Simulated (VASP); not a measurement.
A run of VASP 6.6.1 is set up as follows.

POSCAR

```
MgO
1.0
    3.4840197800      0.0000000000      0.0000000000
   -1.7420098900      3.0172496368      0.0000000000
    0.0000000000      0.0000000000      4.1853204555
Mg O
2 2
Direct
    0.3333333333      0.6666666667      0.2500000000
    0.6666666667      0.3333333333      0.7500000000
    0.6666666667      0.3333333333      0.2500000000
    0.3333333333      0.6666666667      0.7500000000
```

Contents of INCAR.step1:

```
SYSTEM = MgO
PREC = Accurate ; ENCUT = 520
ISMEAR = 0 ; SIGMA = 0.01
LREAL = .FALSE. ; LASPH = .TRUE.
NELM = 80 ; NBANDS = 16
GGA = PE ; ALGO = Normal
EDIFF = 1E-4 ; LWAVE = .TRUE.
LCHARG = .FALSE.
```

Contents of INCAR.step2:

```
SYSTEM = MgO
PREC = Accurate ; ENCUT = 520
EDIFF = 1E-6 ; ISMEAR = 0
SIGMA = 0.01 ; LREAL = .FALSE.
LASPH = .TRUE. ; NELM = 80
ALGO = Normal ; ISIF = 2
LWAVE = .FALSE. ; LCHARG = .FALSE.
METAGGA = R2SCAN ; LMIXTAU = .TRUE.
NBANDS = 16 ; ISTART = 1
```

KPOINTS

```
Automatic mesh
0
G
  12 12 6
  0 0 0
```

Potentials or basis: VASP PAW PBE potentials, release 64 (Mg, O).

Command:

```sh
$ cat potpaw_PBE.64/Mg/POTCAR potpaw_PBE.64/O/POTCAR > POTCAR
$ cp INCAR.step1 INCAR
$ mpirun -np 1 vasp_std > vasp.out
$ cp INCAR.step2 INCAR
$ mpirun -np 1 vasp_std > vasp.out
```

Predict the band gap on the k mesh.

4.08 eV, direct.

What does it give for the pressure?

-0.8 GPa.

Stress tensor (GPa, compression positive):
```
-0.66  0.00  0.00
 0.00 -0.66  0.00
 0.00  0.00 -0.96
```

Caveat: the PAW data sets were made with another functional, which shifts forces and pressure a little. A k mesh can miss the band edges.
